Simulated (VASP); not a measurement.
A run of VASP 6.6.1:

The input INCAR:

```
PREC = Accurate
ENCUT = 520
EDIFF = 1E-6
ISMEAR = -1
SIGMA = 0.1
LREAL = False
LASPH = True
NELM = 150
ALGO = Normal
ISIF = 2
LWAVE = False
LCHARG = False
MAGMOM = 0 0 0 0 0 0 0 0 0 0 0 0 0 0 0
LORBIT = 11
LSORBIT = True
GGA_COMPAT = False
LORBMOM = True
GGA = CA
NBANDS = 58
```

KPOINTS

```
regular mesh
0
Gamma
  5 5 5
```

Contents of POSCAR:

```
LuSi2N2
1.0
    0.0000000000      3.8998750000     -0.0000002152
    3.8998750000      0.0000000000     -0.0000002152
    1.9499372500      1.9499372500     -4.5312842152
N Lu Si
2 1 2
Direct
    0.7500000000      0.2500000000      0.5000000000
    0.2500000000      0.7500000000      0.5000000000
    0.0000000000      0.0000000000      0.0000000000
    0.3195332026      0.3195332026      0.3609335947
    0.6804667974      0.6804667974      0.6390664053
```

Potentials or basis: VASP PAW PBE potentials, release 64 (N, Lu, Si).

Run with:

```bash
$ cat potpaw_PBE.64/N/POTCAR potpaw_PBE.64/Lu/POTCAR potpaw_PBE.64/Si/POTCAR > POTCAR
$ mpirun -np 1 vasp_ncl > vasp.out
```

Hardware: 1 thread of Intel Xeon 8259CL (shared host).

How long does it take, and how much memory?

Wall time 7.1 min on 1 thread of Intel Xeon 8259CL, on a shared host, peak memory 0.33 GiB. Counts: scf iterations 15, k points 18.
